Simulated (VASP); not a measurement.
# LiCl in VASP: notebook, part 2 of 2

VASP 6.6.1.

**3. Single point, PBE (epitaxial 111 strain +3.0%)**

INCAR reads:

```
SYSTEM = LiCl
PREC = Accurate
ENCUT = 520
EDIFF = 1E-6
ISMEAR = 0
SIGMA = 0.01
LREAL = .FALSE.
LASPH = .TRUE.
NELM = 60
ALGO = Normal
ISIF = 2
LWAVE = .FALSE.
LCHARG = .FALSE.
GGA = PE
NBANDS = 12
```

KPOINTS reads:

```
regular mesh
0
G
  6 6 6
  0 0 0
```

POSCAR reads:

```
LiCl
1.0
   -0.0748246154      2.5578934892      2.5578934892
    2.5578934892     -0.0748246154      2.5578934892
    2.5578934892      2.5578934892     -0.0748246154
Li Cl
1 1
Direct
    0.0000000000      0.0000000000      0.0000000000
    0.5000000000      0.5000000000      0.5000000000
```

Potentials or basis: VASP PAW PBE potentials, release 64 (Li_sv, Cl).

Launch:

```
$ cat potpaw_PBE.64/Li_sv/POTCAR potpaw_PBE.64/Cl/POTCAR > POTCAR
$ mpirun -np 1 vasp_std > vasp.out
```

OUTCAR:

```text
SYSTEM = LiCl
   PREC = Accurate
   ENCUT = 520
   EDIFF = 1E-6
   ISMEAR = 0
   LREAL = .FALSE.
   LASPH = .TRUE.
   NELM = 60
   ISIF = 2
   GGA = PE

 ion  position               nearest neighbor table
   1  0.000  0.000  0.000-   2 2.60   2 2.60   2 2.60   2 2.60   2 2.60   2 2.60
   2  0.500  0.500  0.500-   1 2.60   1 2.60   1 2.60   1 2.60   1 2.60   1 2.60

  LATTYP: Found a trigonal (rhomboedric) cell.
 ALAT       =     3.6181814392
 COS(alpha) =     0.4705462397

  Lattice vectors:

 A1 = (  -0.0748246154,   2.5578934892,   2.5578934892)
 A2 = (   2.5578934892,  -0.0748246154,   2.5578934892)
 A3 = (   2.5578934892,   2.5578934892,  -0.0748246154)

Analysis of symmetry for initial positions (statically):
=====================================================================
 Subroutine PRICEL returns:
 Original cell was already a primitive cell.

 Routine SETGRP: Setting up the symmetry group for a
 trigonal (rhombohedral) supercell.

 Subroutine GETGRP returns: Found 12 space group operations
 (whereof 12 operations were pure point group operations)
 out of a pool of 12 trial point group operations.

The static configuration has the point symmetry D_3d.

[... 165 lines left out ...]
 Fermi energy:         0.5461677086

 k-point     1 :       0.0000    0.0000    0.0000
  band No.  band energies     occupation
      1     -43.2681      2.00000
      2     -12.9513      2.00000
      3       0.2509      2.00000
      4       0.2509      2.00000
      5       0.4859      2.00000
      6       6.4595      0.00000
      7      12.0024      0.00000
      8      12.0024      0.00000
      9      12.7317      0.00000
     10      14.5975      0.00000
     11      14.5975      0.00000
     12      14.7161      0.00000
[... 331 lines left out ...]
 k-point    24 :      -0.3333    0.5000    0.1667
  band No.  band energies     occupation
      1     -43.2652      2.00000
      2     -12.2080      2.00000
      3      -2.0604      2.00000
      4      -1.2357      2.00000
      5      -0.6711      2.00000
      6       8.9232      0.00000
      7       9.7432      0.00000
      8      11.3342      0.00000
      9      11.7380      0.00000
     10      14.9973      0.00000
     11      17.3252      0.00000
     12      18.5502      0.00000

 [... further k-points ...]
[... 5 lines left out ...]
  --------------------------------------------------------------------------------------
  -------------------------------------------------------------------------------------
  Total       -0.1657075     -0.1657075     -0.1657075      0.1444565      0.1444565      0.1444565
  in kB       -7.5985467     -7.5985467     -7.5985467      6.6240784      6.6240784      6.6240784
  external PRESSURE =      -7.5985467 kB  Pullay stress =       0.0000000 kB

 VOLUME and BASIS-vectors are now :
 -----------------------------------------------------------------------------
  energy-cutoff  :      520.00
  volume of cell :       34.94
      direct lattice vectors                 reciprocal lattice vectors
    -0.074824615  2.557893489  2.557893489    -0.187098778  0.192736799  0.192736799
     2.557893489 -0.074824615  2.557893489     0.192736799 -0.187098778  0.192736799
     2.557893489  2.557893489 -0.074824615     0.192736799  0.192736799 -0.187098778

 POSITION                                       TOTAL-FORCE (eV/Angst)
 -----------------------------------------------------------------------------------
      0.00000      0.00000      0.00000         0.000000     -0.000000      0.000000
      2.52048      2.52048      2.52048        -0.000000      0.000000     -0.000000
 -----------------------------------------------------------------------------------
    total drift:                                0.000000      0.000000      0.000000

  FREE ENERGIE OF THE ION-ELECTRON SYSTEM (eV)
  ---------------------------------------------------
  free  energy   TOTEN  =        -7.3779197600 eV

  energy  without entropy=       -7.3779197600  energy(sigma->0) =       -7.37791976
```

Wall time 14 s (1 thread of AMD EPYC 7R43 (Zen 3), shared host); peak memory 0.11 GiB.

What came out:

```yaml
Free_energy: -7.3779 eV
Band_gap_on_the_k_mesh: 5.97 eV, direct
```

Levels at points of the mesh, in eV from the valence-band top:
```
           k point  band 1  band 2  band 3  band 4  band 5  band 6  band 7  band 8  band 9  band 10
(0.00, 0.00, 0.00)  -43.75  -13.44   -0.23   -0.23    0.00    5.97   11.52   11.52   12.25    14.11
(0.50, 0.00, 0.00)  -43.75  -12.93   -2.85   -0.41   -0.29    6.62    9.25    9.62   12.33    16.40
(0.50, 0.50, 0.00)  -43.75  -12.69   -2.90   -1.32   -1.07    7.60    8.23   11.93   13.61    13.81
(0.50, 0.50, 0.50)  -43.75  -12.84   -2.79   -0.52   -0.52    6.37    9.03    9.03   12.80    16.27
```

Caveat: the cell differs from its parent crystal (epitaxial 111 strain +3.0%); the cutoff is under 1.25 times the usual one of these potentials, so pressure, stress and relaxed cells hold a basis-set (Pulay) error.

**4. Single point, r2SCAN (strain -4.0%)**

POSCAR reads:

```
LiCl
1.0
    0.0000000000      2.4537955149      2.4537955149
    2.4537955149      0.0000000000      2.4537955149
    2.4537955149      2.4537955149      0.0000000000
Li Cl
1 1
Direct
    0.0000000000      0.0000000000      0.0000000000
    0.5000000000      0.5000000000      0.5000000000
```

INCAR.step1 reads:

```
SYSTEM = LiCl
ALGO = Normal ; EDIFF = 1E-4
ENCUT = 520 ; GGA = PE
ISMEAR = 0 ; LASPH = .TRUE.
LCHARG = .FALSE. ; LREAL = .FALSE.
LWAVE = .TRUE. ; NBANDS = 12
NELM = 80 ; PREC = Accurate
SIGMA = 0.01
```

INCAR.step2 reads:

```
SYSTEM = LiCl
ALGO = Normal ; EDIFF = 1E-6
ENCUT = 520 ; ISIF = 2
ISMEAR = 0 ; ISTART = 1
LASPH = .TRUE. ; LCHARG = .FALSE.
LMIXTAU = .TRUE. ; LREAL = .FALSE.
LWAVE = .FALSE. ; METAGGA = R2SCAN
NBANDS = 12 ; NELM = 80
PREC = Accurate ; SIGMA = 0.01
```

KPOINTS reads:

```
k-points
0
G
  8 8 8
  0 0 0
```

Launch:

```
$ cat potpaw_PBE.64/Li_sv/POTCAR potpaw_PBE.64/Cl/POTCAR > POTCAR
$ cp INCAR.step1 INCAR
$ mpirun -np 1 vasp_std > vasp.out
$ cp INCAR.step2 INCAR
$ mpirun -np 1 vasp_std > vasp.out
```

Wall time 66 s (1 thread of AMD EPYC 7R43 (Zen 3), shared host); peak memory 0.12 GiB.

It converged, with:

```
Free energy            : -12.5368 eV
Band gap on the k mesh : 7.69 eV, indirect (least direct gap 8.03 eV)
```

Levels at points of the mesh, in eV from the valence-band top:
| k point | band 2 | band 3 | band 4 | band 5 | band 6 | band 7 | band 8 | band 9 |
| --- | --- | --- | --- | --- | --- | --- | --- | --- |
| (0.00, 0.00, 0.00) | -14.51 | 0.00 | 0.00 | 0.00 | 8.25 | 12.74 | 12.74 | 12.74 |
| (0.50, 0.00, 0.00) | -13.73 | -3.43 | -0.34 | -0.34 | 7.69 | 10.34 | 10.34 | 15.77 |
| (0.50, 0.50, 0.00) | -13.37 | -3.61 | -1.40 | -1.40 | 8.69 | 9.12 | 14.87 | 16.57 |

Caveat: the cell differs from its parent crystal (strain -4.0%); the cutoff is under 1.25 times the usual one of these potentials, so pressure, stress and relaxed cells hold a basis-set (Pulay) error; the PAW data sets were made with another functional, which shifts forces and pressure a little. A k mesh can miss the band edges.

**5. The runs side by side**

```csv
level,cell,k mesh,smearing,gap on the mesh (eV)
PBE,"a = 3.723 Å, angles 60.0°, 2 atoms",8 × 8 × 8,fermi-dirac 0.02 eV,5.92
PBE,"a = 3.618 Å, angles 61.9°, 2 atoms",6 × 6 × 6,gaussian 0.01 eV,5.97
r2SCAN,"a = 3.470 Å, angles 60.0°, 2 atoms",8 × 8 × 8,gaussian 0.01 eV,7.69
```

Alike in all rows: task single point; potentials or basis VASP PAW PBE potentials, release 64 (Li_sv, Cl); no spin polarisation; cutoff (eV) 520.

Caveats: the cutoff is under 1.25 times the usual one of these potentials, so pressure, stress and relaxed cells hold a basis-set (Pulay) error; the PAW data sets were made with another functional, which shifts forces and pressure a little (some runs).

Total energies depend on the potentials used, so only differences within one code and one set of settings carry meaning.
